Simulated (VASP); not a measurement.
Set up this calculation in VASP 6.6.1, as the native input.

```
Task                   : single point
Functional             : r2SCAN
Potentials or basis    : VASP PAW PBE potentials, release 64 (As)
Cutoff                 : 520 eV
k mesh                 : 6 × 6 × 4
Occupations            : gaussian, width 0.1 eV
Spin                   : no spin polarisation
Dipole correction      : no
Further INCAR settings : ALGO = Normal; EDIFF = 1e-06; NBANDS = 12
```

The system is As.

```
As
1.0
     3.13044    0.00000    0.00000
    -1.56522    2.71104    0.00000
     0.00000    0.00000    5.08088
As
2
Direct
  0.33333 0.66667 0.25000
  0.66667 0.33333 0.75000
```

The input as run:

POSCAR

```
As
1.0
    3.1304444090      0.0000000000      0.0000000000
   -1.5652222045      2.7110443833      0.0000000000
    0.0000000000      0.0000000000      5.0808770626
As
2
Direct
    0.3333333333      0.6666666667      0.2500000000
    0.6666666667      0.3333333333      0.7500000000
```

INCAR.step1

```
ALGO = Normal ; EDIFF = 1E-4
ENCUT = 520 ; GGA = PE
ISMEAR = 0 ; LASPH = True
LCHARG = False ; LREAL = False
LWAVE = True ; NBANDS = 12
NELM = 60 ; PREC = Accurate
SIGMA = 0.1
```

INCAR.step2

```
ALGO = Normal ; EDIFF = 1E-6
ENCUT = 520 ; ISIF = 2
ISMEAR = 0 ; ISTART = 1
LASPH = True ; LCHARG = False
LMIXTAU = True ; LREAL = False
LWAVE = False ; METAGGA = R2SCAN
NBANDS = 12 ; NELM = 60
PREC = Accurate ; SIGMA = 0.1
```

KPOINTS

```
k-points
0
Gamma
  6 6 4
```

Potentials or basis: VASP PAW PBE potentials, release 64 (As).

Command:

```bash
$ cat potpaw_PBE.64/As/POTCAR > POTCAR
$ cp INCAR.step1 INCAR
$ mpirun -np 1 vasp_std > vasp.out
$ cp INCAR.step2 INCAR
$ mpirun -np 1 vasp_std > vasp.out
```

Results of the run:

| Property | Result |
| --- | --- |
| Pressure | -8.5 GPa |
| Band gap on the k mesh | zero (band 5 reaches 9.22 eV, above the bottom of band 6 at 1.70 eV) |

Caveat: the k points lie up to 0.39 Å⁻¹ apart; the PAW data sets were made with another functional, which shifts forces and pressure a little.

It took 14 s on 1 thread of Intel(R) Xeon(R) 6975P-C (Granite Rapids), on a shared host, peak memory 0.16 GiB.
